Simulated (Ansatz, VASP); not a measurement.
## Two plane-wave programs on NaCl

The input INCAR:

```
AGGAC = 1.0
AGGAX = 1.0
ALDAC = 0.0
ALDAX = 1.0
ALGO = Normal
EDIFF = 1E-6
EDIFFG = -0.01
ENCUT = 600
GGA = B5
IBRION = 2
ISIF = 3
ISMEAR = -1
IVDW = 13
LASPH = T
LCHARG = F
LREAL = F
LWAVE = F
NELM = 100
NSW = 60
PREC = Accurate
SIGMA = 0.05
VDW_A1 = 0.44488865
VDW_A2 = 4.0933009
VDW_S6 = 1.0
VDW_S8 = 2.34076671
```

File KPOINTS:

```
k-points
0
Gamma
  8 8 8
```

Contents of POSCAR:

```
NaCl
1.0
    0.0000000000      2.7940632177      2.7940632177
    2.7940632177      0.0000000000      2.7940632177
    2.7940632177      2.7940632177      0.0000000000
Cl Na
1 1
Direct
    0.5000000000      0.5000000000      0.5000000000
    0.0000000000      0.0000000000      0.0000000000
```

input.yaml

```yaml
crystal:
  lattice:
    - [0.0, 2.7940632177, 2.7940632177]
    - [2.7940632177, 0.0, 2.7940632177]
    - [2.7940632177, 2.7940632177, 0.0]
  atoms:
    - { symbol: Cl, position: [0.5, 0.5, 0.5] }
    - { symbol: Na, position: [0.0, 0.0, 0.0] }
hamiltonian:
  xc: blyp
  pseudopotentials: { kind: paw }
  dispersion: d4
kpoints:
  mp_grid: { grid: [8, 8, 8] }
scf:
  occupations: { method: fermi_dirac, width: 0.05 }
output:
  forces: true
  stress: true
relax:
  f_tol: 0.01
  max_steps: 40
  cell: { stress_tol: 0.05 }
```

Alike in both runs: task relaxation of cell and atoms; functional BLYP; dispersion D4; k mesh 8 × 8 × 8; occupations fermi-dirac, width 0.05 eV; no spin polarisation.

|  | VASP | Ansatz |
| --- | --- | --- |
| version | VASP 6.6.1 | Ansatz 0.2.0 |
| potentials or method | VASP PAW PBE potentials, release 64 (Cl, Na_pv) | Ansatz PAW |
| plane-wave cutoff (eV) | 600 | 420 |
| valence electrons in the cell | 14 | 16 |

|  | VASP | Ansatz | Ansatz less VASP |
| --- | --- | --- | --- |
| relaxed volume (Å³/atom) | 22.40 | 22.45 | +0.052 |
| relaxed length of the cell vector where the two differ most in proportion (Å) | 3.986 | 3.989 | +0.0031 |

VASP's potentials were made for PBE, not for BLYP. VASP's potentials hold 14 valence electrons a cell and Ansatz's 16, so a difference there can come from the potentials and not from the codes.

Noted on Ansatz's run: the plane-wave basis is chosen anew once the cell has moved, so the energies of steps on either side of that aren't comparable.
